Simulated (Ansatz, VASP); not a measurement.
# One calculation of ZnS, two programs

File POSCAR:

```
ZnS
1.0
    0.0000000000      2.6940858343      2.6940858343
    2.6940858343      0.0000000000      2.6940858343
    2.6940858343      2.6940858343      0.0000000000
Zn S
1 1
Direct
    0.0000000000      0.0000000000      0.0000000000
    0.2500000000      0.2500000000      0.2500000000
```

INCAR.step1

```
SYSTEM = ZnS
PREC     = Accurate       ! precision mode
ENCUT    = 520            ! plane-wave cutoff, eV
EDIFF    = 1E-5           ! SCF threshold, eV
ISMEAR   = 0              ! smearing method
SIGMA    = 0.01           ! smearing width, eV
LREAL    = .False.        ! projectors in reciprocal space
LASPH    = .True.         ! aspherical terms in the spheres
NELM     = 100            ! most SCF steps
ALGO     = Normal         ! electronic algorithm
ISIF     = 2              ! what is computed and relaxed
LWAVE    = .True.         ! write WAVECAR
LCHARG   = .False.        ! write CHGCAR
GGA      = PE             ! functional
NBANDS   = 16             ! bands
```

Contents of INCAR.step2:

```
SYSTEM = ZnS
PREC     = Accurate       ! precision mode
ENCUT    = 520            ! plane-wave cutoff, eV
EDIFF    = 1E-6           ! SCF threshold, eV
ISMEAR   = 0              ! smearing method
SIGMA    = 0.01           ! smearing width, eV
LREAL    = .False.        ! projectors in reciprocal space
LASPH    = .True.         ! aspherical terms in the spheres
NELM     = 100            ! most SCF steps
ALGO     = Normal         ! electronic algorithm
ISIF     = 2              ! what is computed and relaxed
LWAVE    = .False.        ! write WAVECAR
LCHARG   = .False.        ! write CHGCAR
GGA      = PE             ! functional
LHFCALC  = .True.         ! exact exchange
HFSCREEN = 0.2079         ! screening, 1/A
PRECFOCK = Normal       
ISTART   = 1            
NBANDS   = 16             ! bands
```

KPOINTS

```
regular mesh
0
Gamma
  4 4 4
  0 0 0
```

Input for Ansatz:

```yaml
crystal:
  lattice:
    - [0.0, 2.6940858343, 2.6940858343]
    - [2.6940858343, 0.0, 2.6940858343]
    - [2.6940858343, 2.6940858343, 0.0]
  atoms:
    - { symbol: Zn, position: [0.0, 0.0, 0.0] }
    - { symbol: S, position: [0.25, 0.25, 0.25] }
kpoints:
  mp_grid: { grid: [4, 4, 4] }
hamiltonian:
  xc: hse06
scf:
  occupations: { method: fixed }
  n_extra_bands: 4
output:
  forces: true
  stress: true
  eigenvalues: true
```

Alike in both runs: task single point; functional HSE06; k mesh 4 × 4 × 4; no spin polarisation.

|  | VASP | Ansatz |
| --- | --- | --- |
| version | VASP 6.6.1 | Ansatz 0.2.0 |
| potentials or method | VASP PAW PBE potentials, release 64 (Zn, S) | plane waves, PAW |
| plane-wave cutoff (eV) | 520 | 420 |
| occupations | gaussian, width 0.01 eV | fixed |
| valence electrons in the cell | 18 | 18 |

|  | VASP | Ansatz | Ansatz less VASP |
| --- | --- | --- | --- |
| gap on the k mesh at the Fermi level (eV) | 3.38 | 3.39 | +0.010 |
| pressure (GPa) | 1.9 | 1.9 | +0.02 |

Ansatz's warnings: stress exchange threshold loose, stress scf threshold loose.

The k mesh is coarse, so the values compare programs but aren't converged.
